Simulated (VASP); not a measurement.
Set up this calculation in VASP 6.6.1, as the native input.

- Task: single point
- Functional: HF
- Potentials or basis: VASP PAW PBE potentials, release 64 (Ge_d)
- Cutoff: 520 eV
- k mesh: 6 × 6 × 6
- Occupations: fermi-dirac, width 0.05 eV
- Spin: no spin polarisation
- Dipole correction: no
- Grid for exact exchange (PRECFOCK): Normal
- Further INCAR settings: ALGO = Normal; EDIFF = 1e-07; NBANDS = 13

The system is Ge.

```
Ge
1.0
    -1.67633    1.67633    1.85112
     1.67633   -1.67633    1.85112
     1.67633    1.67633   -1.85112
Ge
1
Direct
  0.50000 0.50000 0.00000
```

The input as run:

POSCAR

```
Ge
1.0
   -1.6763309344      1.6763309344      1.8511248301
    1.6763309344     -1.6763309344      1.8511248301
    1.6763309344      1.6763309344     -1.8511248301
Ge
1
Direct
    0.5000000000      0.5000000000      0.0000000000
```

INCAR.step1

```
  ALGO = Normal
  EDIFF = 1E-5
  ENCUT = 520
  GGA = PE
  ISIF = 2
  ISMEAR = -1
  LASPH = True
  LCHARG = False
  LREAL = False
  LWAVE = True
  NBANDS = 13
  NELM = 100
  PREC = Accurate
  SIGMA = 0.05
```

INCAR.step2

```
  AEXX = 1.0
  AGGAC = 0.0
  ALDAC = 0.0
  ALGO = Normal
  EDIFF = 1E-7
  ENCUT = 520
  GGA = PE
  ISIF = 2
  ISMEAR = -1
  ISTART = 1
  LASPH = True
  LCHARG = False
  LHFCALC = True
  LREAL = False
  LWAVE = False
  NBANDS = 13
  NELM = 100
  PREC = Accurate
  PRECFOCK = Normal
  SIGMA = 0.05
```

KPOINTS

```
k-points
0
Gamma
  6 6 6
```

Potentials or basis: VASP PAW PBE potentials, release 64 (Ge_d).

Command:

```bash
$ cat potpaw_PBE.64/Ge_d/POTCAR > POTCAR
$ cp INCAR.step1 INCAR
$ mpirun -np 1 vasp_std > vasp.out
$ cp INCAR.step2 INCAR
$ mpirun -np 1 vasp_std > vasp.out
```

Results of the run:

| Quantity | Value |
| --- | --- |
| Pressure | -0.3 GPa |
| Band gap on the k mesh | zero (band 7 reaches 20.45 eV, above the bottom of band 8 at 1.71 eV) |

Caveat: the k points lie up to 0.44 Å⁻¹ apart; the PAW data sets were made with another functional, which shifts forces and pressure a little.

Run time: 39 min on 1 thread of Intel(R) Xeon(R) Platinum 8175M CPU @ 2.50GHz (Skylake/Cascade Lake), with other jobs on the host, peak memory 0.15 GiB.
